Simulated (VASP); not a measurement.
Write the native input for VASP 6.6.1 that does the following.

| Quantity | Value |
| --- | --- |
| Task | single point |
| Functional | PBE |
| Potentials or basis | VASP PAW PBE potentials, release 64 (Al, O) |
| Cutoff | 520 eV |
| k mesh | 9 × 9 × 1 |
| Occupations | gaussian, width 0.1 eV |
| Spin | no spin polarisation |
| Dipole correction | yes |
| Further INCAR settings | ALGO = Normal; EDIFF = 1e-07; NBANDS = 28 |

The structure of Al9O lies in POSCAR:

```
Al9O
1.0
    2.8535431555      0.0000000000      0.0000000000
   -1.4267715777      2.4712408634      0.0000000000
    0.0000000000      0.0000000000     34.2605579378
Al O
9 1
Direct
    0.3333333333      0.6666666667      0.1167523310
    0.0000000000      0.0000000000      0.1852090283
    0.6666666667      0.3333333333      0.2536657256
    0.0000000000      0.0000000000      0.3221224229
    0.3333333333      0.6666666667      0.3899858424
    0.0000000000      0.0000000000      0.4578168570
    0.6666666667      0.3333333333      0.5268325032
    0.0000000000      0.0000000000      0.5950901729
    0.3333333333      0.6666666667      0.6643370484
    0.5000000000      1.0000000000      0.7050443945
```

The input as run:

INCAR

```
  PREC = Accurate
  ENCUT = 520
  EDIFF = 1E-7
  ISMEAR = 0
  SIGMA = 0.1
  LREAL = F
  LASPH = T
  NELM = 80
  ALGO = Normal
  ISIF = 2
  LWAVE = F
  LCHARG = F
  LDIPOL = T
  IDIPOL = 3
  DIPOL = 0.5 0.5 0.422
  GGA = PE
  NBANDS = 28
```

KPOINTS

```
Automatic mesh
0
Gamma
  9 9 1
```

Potentials or basis: VASP PAW PBE potentials, release 64 (Al, O).

Run with:

```bash
$ cat potpaw_PBE.64/Al/POTCAR potpaw_PBE.64/O/POTCAR > POTCAR
$ mpirun -np 1 vasp_std > vasp.out
```

It gave:

The largest force is 3.173 eV/Å. The band gap on the k mesh is zero (an odd number of electrons rules out a gap without spin polarisation).

Caveat: an odd number of electrons without spin polarisation forces a metal; a magnetic or distorted state may lie lower.

Run time: 9.4 min on 1 thread of Intel(R) Xeon(R) Platinum 8488C (Sapphire Rapids), on a shared host, peak memory 0.43 GiB.
